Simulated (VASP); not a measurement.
Write the native input for VASP 6.6.1 that does the following.

```yaml
Task: relaxation of cell and atoms
Functional: PBE
Potentials_or_basis: VASP PAW PBE potentials, release 64 (Al, Cl)
Cutoff: 600 eV
k_mesh: 4 × 4 × 4
Occupations: gaussian, width 0.1 eV
Spin: no spin polarisation
Dipole_correction: no
Further_INCAR_settings: ALGO = Normal; EDIFF = 1e-06; IBRION = 2; EDIFFG = -0.04; NSW = 90; ISIF = 3
```

The structure of Al5Cl lies in POSCAR:

```
Al5Cl
1.0
    0.0000000000      3.5719932600      3.5719932600
    3.5719932600      0.0000000000      3.5719932600
    3.5719932600      3.5719932600      0.0000000000
Al Cl
5 1
Direct
    0.1250000000      0.6250000000      0.6250000000
    0.6250000000      0.6250000000      0.6250000000
    0.6250000000      0.1250000000      0.6250000000
    0.6250000000      0.6250000000      0.1250000000
    0.2500000000      0.2500000000      0.2500000000
    0.0000000000      0.0000000000      0.0000000000
```

One way to write it, as run:

INCAR

```
PREC = Accurate
ENCUT = 600
EDIFF = 1E-6
ISMEAR = 0
SIGMA = 0.1
LREAL = F
LASPH = T
NELM = 100
ALGO = Normal
ISIF = 3
LWAVE = F
LCHARG = F
GGA = PE
IBRION = 2
NSW = 90
EDIFFG = -0.04
```

KPOINTS

```
regular mesh
0
Gamma
  4 4 4
```

Potentials or basis: VASP PAW PBE potentials, release 64 (Al, Cl).

Run with:

```sh
$ cat potpaw_PBE.64/Al/POTCAR potpaw_PBE.64/Cl/POTCAR > POTCAR
$ mpirun -np 1 vasp_std > vasp.out
```

It gave:

* Relaxed volume: 19.49 Å³/atom
* Relaxed cell: a = 5.489 Å, b = 5.489 Å, c = 5.489 Å, α = 60.00°, β = 60.00°, γ = 60.00°
* Space group after relaxing (to 0.05 Å): F-43m (No. 216)
* Energy gained by relaxing: 240.6 meV/atom
* Ionic steps: 3
* Pressure after relaxing: 0.1 GPa

Caveat: the k points lie up to 0.35 Å⁻¹ apart in the final cell; the volume moved by over 15 % at a fixed basis, so the end points are rough.

Run time: 22 s on 1 thread of Intel(R) Xeon(R) 6975P-C (Granite Rapids), on a shared host, peak memory 0.23 GiB.
